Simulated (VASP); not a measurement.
# ZrH (I-4m2) in VASP: single point with r2SCAN

Aim: the single point of ZrH with r2SCAN.

Everything below comes from runs of VASP 6.6.1. Logs are shortened: lines on timing, memory, paths and dates and some standing lists are left out, and cuts for length are marked.

## 1. The cell of the first run

Symmetry: I-4m2, No. 119, tetragonal system. Conventional cell: a = 3.288 Å, b = 3.288 Å, c = 5.009 Å, α = 90.00°, β = 90.00°, γ = 90.00°. Zr (site symmetry -4m2) has 4 H at 2.07 Å within 2.7 Å. Within 2.7 Å of H (site symmetry -4m2) lie 4 Zr at 2.07 Å.

## 2. Single point, r2SCAN

POSCAR reads:

```
ZrH
1.0
   -1.6439080000      1.6439080000      2.5043990000
    1.6439080000     -1.6439080000      2.5043990000
    1.6439080000      1.6439080000     -2.5043990000
Zr H
1 1
Direct
    0.0000000000      0.0000000000      0.0000000000
    0.7500000000      0.2500000000      0.5000000000
```

INCAR.step1 reads:

```
SYSTEM = ZrH
  PREC = Accurate
  ENCUT = 520
  ISMEAR = 0
  SIGMA = 0.05
  LREAL = .False.
  LASPH = .True.
  NELM = 100
  NBANDS = 14
  GGA = PE
  ALGO = Normal
  EDIFF = 1E-4
  LWAVE = .True.
  LCHARG = .False.
```

INCAR.step2 reads:

```
SYSTEM = ZrH
  PREC = Accurate
  ENCUT = 520
  EDIFF = 1E-6
  ISMEAR = 0
  SIGMA = 0.05
  LREAL = .False.
  LASPH = .True.
  NELM = 100
  ALGO = Normal
  ISIF = 2
  LWAVE = .False.
  LCHARG = .False.
  METAGGA = R2SCAN
  LMIXTAU = .True.
  NBANDS = 14
  ISTART = 1
```

KPOINTS reads:

```
Automatic mesh
0
Gamma
  16 16 16
  0 0 0
```

Potentials or basis: VASP PAW PBE potentials, release 64 (Zr_sv, H).

Launch:

```sh
cat potpaw_PBE.64/Zr_sv/POTCAR potpaw_PBE.64/H/POTCAR > POTCAR
cp INCAR.step1 INCAR
mpirun -np 1 vasp_std > vasp.out
cp INCAR.step2 INCAR
mpirun -np 1 vasp_std > vasp.out
```

OUTCAR:

```text
SYSTEM = ZrH
   PREC = Accurate
   ENCUT = 520
   EDIFF = 1E-6
   ISMEAR = 0
   LREAL = .False.
   LASPH = .True.
   NELM = 100
   ISIF = 2
   METAGGA = R2SCAN
   ISTART = 1

 ion  position               nearest neighbor table
   1  0.000  0.000  0.000-   2 2.07   2 2.07   2 2.07   2 2.07
   2  0.750  0.250  0.500-   1 2.07   1 2.07   1 2.07   1 2.07

  LATTYP: Found a body centered tetragonal cell.
 ALAT       =     3.2878160000
 C/A-ratio  =     1.5234423094

  Lattice vectors:

 A1 = (  -1.6439080000,   1.6439080000,   2.5043990000)
 A2 = (   1.6439080000,  -1.6439080000,   2.5043990000)
 A3 = (   1.6439080000,   1.6439080000,  -2.5043990000)

Analysis of symmetry for initial positions (statically):
=====================================================================
 Subroutine PRICEL returns:
 Original cell was already a primitive cell.

 Routine SETGRP: Setting up the symmetry group for a
 body centered tetragonal supercell.

 Subroutine GETGRP returns: Found  8 space group operations
 (whereof  8 operations were pure point group operations)
 out of a pool of 16 trial point group operations.

The static configuration has the point symmetry D_2d.

Analysis of symmetry for dynamics (positions and initial velocities):
=====================================================================
 Subroutine PRICEL returns:
 Original cell was already a primitive cell.

 Routine SETGRP: Setting up the symmetry group for a
 body centered tetragonal supercell.

 Subroutine GETGRP returns: Found  8 space group operations
 (whereof  8 operations were pure point group operations)
 out of a pool of 16 trial point group operations.

The dynamic configuration has the point symmetry D_2d.

 Subroutine INISYM returns: Found  8 space group operations
 (whereof  8 operations are pure point group operations),
 and found     1 'primitive' translations

----------------------------------------------------------------------------------------

                                     Primitive cell

  volume of cell :      27.0719

  direct lattice vectors                    reciprocal lattice vectors
    -1.643908000  1.643908000  2.504399000     0.000000000  0.304153274  0.199648698
     1.643908000 -1.643908000  2.504399000     0.304153274  0.000000000  0.199648698
     1.643908000  1.643908000 -2.504399000     0.304153274  0.304153274  0.000000000

  length of vectors
     3.417145209  3.417145209  3.417145209     0.363825256  0.363825256  0.430137685

  position of ions in fractional coordinates (direct lattice)
     0.000000000  0.000000000  0.000000000
     0.750000000  0.250000000  0.500000000

  ion indices of the primitive-cell ions
   primitive index   ion index
                 1           1
                 2           2

----------------------------------------------------------------------------------------

 KPOINTS: Automatic mesh

Automatic generation of k-mesh.
 Grid dimensions read from file:
 generate k-points for:   16   16   16

 Generating k-lattice:

  Cartesian coordinates                     Fractional coordinates (reciprocal lattice)
     0.000000000  0.019009580  0.012478044     0.062500000  0.000000000  0.000000000
     0.019009580  0.000000000  0.012478044     0.000000000  0.062500000  0.000000000
     0.019009580  0.019009580  0.000000000     0.000000000  0.000000000  0.062500000

  Length of vectors
     0.022739078  0.022739078  0.026883605

  Shift w.r.t. Gamma in fractional coordinates (k-lattice)
     0.000000000  0.000000000  0.000000000

 Subroutine IBZKPT returns following result:
 ===========================================

 Found    349 irreducible k-points:

 Following reciprocal coordinates:
            Coordinates               Weight
  0.000000  0.000000  0.000000      1.000000
  0.062500  0.000000  0.000000      8.000000
  0.125000  0.000000  0.000000      8.000000
  0.187500  0.000000  0.000000      8.000000
  0.250000  0.000000  0.000000      8.000000
  0.312500  0.000000  0.000000      8.000000
[... 16 lines left out ...]
 -0.125000  0.062500  0.000000     16.000000
 -0.062500  0.062500  0.000000      4.000000
 [... further k-points ...]
   k-points           NKPTS =    349   k-points in BZ     NKDIM =    349   number of bands    NBANDS=     14
   number of dos      NEDOS =    301   number of ions     NIONS =      2
   total plane-waves  NPLWV =  21952
   dimension x,y,z NGX =    28 NGY =   28 NGZ =   28
   dimension x,y,z NGXF=    56 NGYF=   56 NGZF=   56
   ions per type =               1   1
   NGX,Y,Z   is equivalent  to a cutoff of  13.62, 13.62, 13.62 a.u.
   NGXF,Y,Z  is equivalent  to a cutoff of  27.24, 27.24, 27.24 a.u.
 SYSTEM =  ZrH
   PREC   = accura    normal or accurate (medium, high low for compatibility)
   ISTART =      1    job   : 0-new  1-cont  2-samecut
   ICHARG =      0    charge: 1-file 2-atom 10-const
   ISPIN  =      1    spin polarized calculation?
   LNONCOLLINEAR =      F non collinear calculations
   LSORBIT =      F    spin-orbit coupling
   LASPH  =      T    aspherical Exc in radial PAW
   ENCUT  =  520.0 eV  38.22 Ry    6.18 a.u.   6.35  6.35  6.35*2*pi/ulx,y,z
   NELM   =    100;   NELMIN=  2; NELMDL=  0     # of ELM steps
   EDIFF  = 0.1E-05   stopping-criterion for ELM
   LREAL  =      F    real-space projection
   EDIFFG = 0.1E-04   stopping-criterion for IOM
   NSW    =      0    number of steps for IOM
   IBRION =     -1    ionic relax: 0-MD 1-quasi-New 2-CG
   NFREE  =      0    steps in history (QN), initial steepest desc. (CG)
   ISIF   =      2    stress and relaxation
   ISYM   =      2    0-nonsym 1-usesym 2-fastsym
   POTIM  = 0.5000    time-step for ionic-motion
   TEBEG  =    0.0;   TEEND  =   0.0 temperature during run
   PSTRESS=    0.0 pullay stress
   NELECT =      13.0000    total number of electrons
   NUPDOWN=      -1.0000    fix difference up-down
   EMIN   =  10.00;   EMAX   =-10.00  energy-range for DOS
   EFERMI =   0.00;   METHOD = LEGACY
   ISMEAR =     0;   SIGMA  =   0.05  broadening in eV -4-tet -1-fermi 0-gaus
   EFERMI_NEDOS =   21; number of points for ismear=-14 and -15
   IALGO  =     38    algorithm
   IMIX   =      4    mixing-type and parameters
     AMIX     =   0.40;   BMIX     =  1.00
     AMIX_MAG =   1.60;   BMIX_MAG =  1.00
  volume/ion in A,a.u.               =      13.54        91.35
  Fermi-wavevector in a.u.,A,eV,Ry     =   1.281985  2.422601 22.360995  1.643487
  Thomas-Fermi vector in A             =   2.414323
   LORBIT       =      0    0 simple, 1 ext, 2 COOP (PROOUT), +10 PAW based schemes
   METAGGA = R2SCAN    functional components
   LHFCALC =     F    Hartree Fock is set to
   AEXX    =    0.0000 exact exchange contribution
   IVDW    =     0    specifies the selected vdW correction
   LEPSILON=     F    determine dielectric tensor
   LRPA    =     F    only Hartree local field effects (RPA)
 non-spin polarized calculation
 Gauss-broadening in eV      SIGMA  =   0.05
  energy-cutoff  :      520.00
  volume of cell :       27.07
 maximum number of plane-waves:       746
 NGX is ok and might be reduce to    28
   NGX = 13   NGY = 13   NGZ = 13

 number of electron      12.9999999 magnetization

 Free energy of the ion-electron system (eV)
  ---------------------------------------------------
  ext. energy  EPLUGINS =         0.00000000
  ---------------------------------------------------
  free energy    TOTEN  =       -26.99027561 eV

  energy without entropy =      -26.98908680  energy(sigma->0) =      -26.98968121

 E-fermi :   7.7260     XC(G=0): -11.6600

 val. band max:        7.7222961067   @ k =   0.5000   0.1875   0.0000
 cond. band min:       7.7297696096   @ k =   0.4375   0.3125   0.0625
 fundamental gap:      0.0074735029
 Fermi energy:         7.7259504839

 k-point     1 :       0.0000    0.0000    0.0000
  band No.  band energies     occupation
      1     -42.9121      2.00000
      2     -19.9082      2.00000
      3     -19.8836      2.00000
      4     -19.8836      2.00000
      5      -0.6091      2.00000
      6       7.9847      0.00000
      7       8.6825      0.00000
      8       8.6825      0.00000
      9      10.2706      0.00000
     10      11.3707      0.00000
     11      11.7197      0.00000
     12      20.7357      0.00000
     13      22.4695      0.00000
     14      22.4695      0.00000

 k-point     2 :       0.0625    0.0000    0.0000
  band No.  band energies     occupation
      1     -42.9088      2.00000
      2     -19.9239      2.00000
      3     -19.8999      2.00000
      4     -19.8857      2.00000
      5      -0.5193      2.00000
      6       7.9112      0.00000
      7       8.4892      0.00000
      8       8.7366      0.00000
      9      10.2703      0.00000
     10      11.3036      0.00000
     11      12.1141      0.00000
     12      20.7284      0.00000
     13      22.0095      0.00000
     14      22.6873      0.00000

 k-point     3 :       0.1250    0.0000    0.0000
  band No.  band energies     occupation
      1     -42.8995      2.00000
      2     -19.9965      2.00000
      3     -19.9175      2.00000
      4     -19.8915      2.00000
      5      -0.2649      2.00000
      6       7.4921      2.00000
      7       8.4173      0.00000
      8       8.8818      0.00000
      9      10.2519      0.00000
     10      11.1420      0.00000
     11      12.9939      0.00000
     12      20.2330      0.00000
     13      22.0914      0.00000
     14      23.3048      0.00000

 k-point     4 :       0.1875    0.0000    0.0000
  band No.  band energies     occupation
      1     -42.8856      2.00000
      2     -20.1102      2.00000
      3     -19.9371      2.00000
      4     -19.9002      2.00000
      5       0.1086      2.00000
      6       6.9756      2.00000
      7       8.4776      0.00000
      8       9.0570      0.00000
      9      10.3287      0.00000
     10      10.9959      0.00000
     11      13.9219      0.00000
     12      19.5222      0.00000
     13      22.8987      0.00000
     14      24.2181      0.00000

 k-point     5 :       0.2500    0.0000    0.0000
  band No.  band energies     occupation
      1     -42.8691      2.00000
      2     -20.2421      2.00000
      3     -19.9593      2.00000
      4     -19.9104      2.00000
      5       0.5255      2.00000
      6       6.6320      2.00000
      7       8.4548      0.00000
      8       9.1534      0.00000
      9      10.6326      0.00000
     10      11.0153      0.00000
     11      14.5698      0.00000
[... 276 lines left out ...]
 k-point    22 :      -0.1875    0.0625    0.0000
  band No.  band energies     occupation
      1     -42.8871      2.00000
      2     -20.0806      2.00000
      3     -19.9411      2.00000
      4     -19.9077      2.00000
      5       0.0569      2.00000
      6       7.0458      2.00000
      7       8.4708      0.00000
      8       9.0077      0.00000
      9      10.3531      0.00000
     10      10.9024      0.00000
     11      13.8921      0.00000
     12      19.8569      0.00000
     13      22.2745      0.00000
     14      23.7626      0.00000

 k-point    23 :      -0.1250    0.0625    0.0000
  band No.  band energies     occupation
      1     -42.8998      2.00000
      2     -19.9761      2.00000
      3     -19.9234      2.00000
      4     -19.9017      2.00000
      5      -0.2809      2.00000
      6       7.6179      1.99775
      7       8.2934      0.00000
      8       8.8496      0.00000
      9      10.3550      0.00000
     10      11.0318      0.00000
     11      13.0019      0.00000
     12      20.6179      0.00000
     13      21.6201      0.00000
     14      23.0048      0.00000

 k-point    24 :      -0.0625    0.0625    0.0000
  band No.  band energies     occupation
      1     -42.9074      2.00000
      2     -19.9157      2.00000
      3     -19.9119      2.00000
      4     -19.8959      2.00000
      5      -0.4848      2.00000
      6       8.0856      0.00000
      7       8.2018      0.00000
      8       8.7430      0.00000
      9      10.3438      0.00000
     10      11.2094      0.00000
     11      12.2847      0.00000
     12      20.8941      0.00000
     13      21.7188      0.00000
     14      22.5702      0.00000

 [... further k-points ...]

------------------------ aborting loop because EDIFF is reached ----------------------------------------

  FORCE on cell =-STRESS in cart. coord.  units (eV):
  Direction    XX          YY          ZZ          XY          YZ          ZX
  --------------------------------------------------------------------------------------
  -------------------------------------------------------------------------------------
  Total       -0.1400186     -0.1400186     -0.3788554      0.0000000      0.0000000      0.0000000
  in kB       -8.2866245     -8.2866245    -22.4215429      0.0000000      0.0000000      0.0000000
  external PRESSURE =     -12.9982640 kB  Pullay stress =       0.0000000 kB

 VOLUME and BASIS-vectors are now :
 -----------------------------------------------------------------------------
  energy-cutoff  :      520.00
  volume of cell :       27.07
      direct lattice vectors                 reciprocal lattice vectors
    -1.643908000  1.643908000  2.504399000     0.000000000  0.304153274  0.199648698
     1.643908000 -1.643908000  2.504399000     0.304153274  0.000000000  0.199648698
     1.643908000  1.643908000 -2.504399000     0.304153274  0.304153274  0.000000000

 POSITION                                       TOTAL-FORCE (eV/Angst)
 -----------------------------------------------------------------------------------
      0.00000      0.00000      0.00000        -0.000000     -0.000000     -0.000000
     -0.00000      1.64391      1.25220         0.000000      0.000000      0.000000
 -----------------------------------------------------------------------------------
    total drift:                               -0.000000      0.000000      0.000000

  FREE ENERGIE OF THE ION-ELECTRON SYSTEM (eV)
  ---------------------------------------------------
  free  energy   TOTEN  =       -26.9902756110 eV

  energy  without entropy=      -26.9890868019  energy(sigma->0) =      -26.98968121
```

It took 20 min on 1 thread of Oxide Virtual Turin-like, shared host; peak memory 0.23 GiB.

Results:

```
Free energy            : -26.9903 eV
Pressure               : -1.3 GPa
Band gap on the k mesh : zero (an odd number of electrons rules out a gap without spin polarisation)
```

Caveat: the PAW data sets were made with another functional, which shifts forces and pressure a little; an odd number of electrons without spin polarisation forces a metal; a magnetic or distorted state may lie lower.
